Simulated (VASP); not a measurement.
Wanted: the native input for a VASP 6.6.1 run.

- Task: relaxation of cell and atoms
- Functional: PBE
- Potentials or basis: VASP PAW PBE potentials, release 64 (Ge_d)
- Cutoff: 600 eV
- k mesh: 22 × 22 × 22
- Occupations: gaussian, width 0.1 eV
- Spin: no spin polarisation
- Dipole correction: no
- Further INCAR settings: ALGO = Fast; EDIFF = 1e-07; IBRION = 2; EDIFFG = -0.01; NSW = 100; ISIF = 3

The structure of Ge lies in POSCAR:

```
Ge
1.0
   -2.5798707563      2.5798707563      1.4462561037
    2.5798707563     -2.5798707563      1.4462561037
    2.5798707563      2.5798707563     -1.4462561037
Ge
2
Direct
    0.7500000000      0.2500000000      0.5000000000
    0.0000000000      0.0000000000      0.0000000000
```

The cell was generated, and may not be a known phase.

One way to write it, as run:

INCAR

```
SYSTEM = Ge
PREC     = Accurate       ! precision mode
ENCUT    = 600            ! plane-wave cutoff, eV
EDIFF    = 1E-7           ! SCF threshold, eV
ISMEAR   = 0              ! smearing method
SIGMA    = 0.1            ! smearing width, eV
LREAL    = .FALSE.        ! projectors in reciprocal space
LASPH    = .TRUE.         ! aspherical terms in the spheres
NELM     = 60             ! most SCF steps
ALGO     = Fast           ! electronic algorithm
ISIF     = 3              ! what is computed and relaxed
LWAVE    = .FALSE.        ! write WAVECAR
LCHARG   = .FALSE.        ! write CHGCAR
GGA      = PE             ! functional
IBRION   = 2              ! ionic algorithm
NSW      = 100            ! ionic steps
EDIFFG   = -0.01          ! ionic threshold
```

KPOINTS

```
regular mesh
0
G
  22 22 22
  0 0 0
```

Potentials or basis: VASP PAW PBE potentials, release 64 (Ge_d).

Command:

```bash
$ cat potpaw_PBE.64/Ge_d/POTCAR > POTCAR
$ mpirun -np 1 vasp_std > vasp.out
```

Results of the run:

```yaml
Relaxed_volume: 19.32 Å³/atom
Relaxed_cell: a = 3.946 Å, b = 3.946 Å, c = 3.946 Å, α = 97.52°, β = 97.52°, γ = 137.59°
Space_group_after_relaxing_to_0.1_Å: I4_1/amd (No. 141)
Energy_gained_by_relaxing: 1.2 meV/atom
Ionic_steps: 8
Pressure_after_relaxing: 0.0 GPa
Band_gap_on_the_k_mesh: zero (bands 14 and 15 overlap by 5.13 eV)
```

Run time: 67 min on 1 thread of Oxide Virtual Turin-like Processor (shared host), peak memory 0.64 GiB.
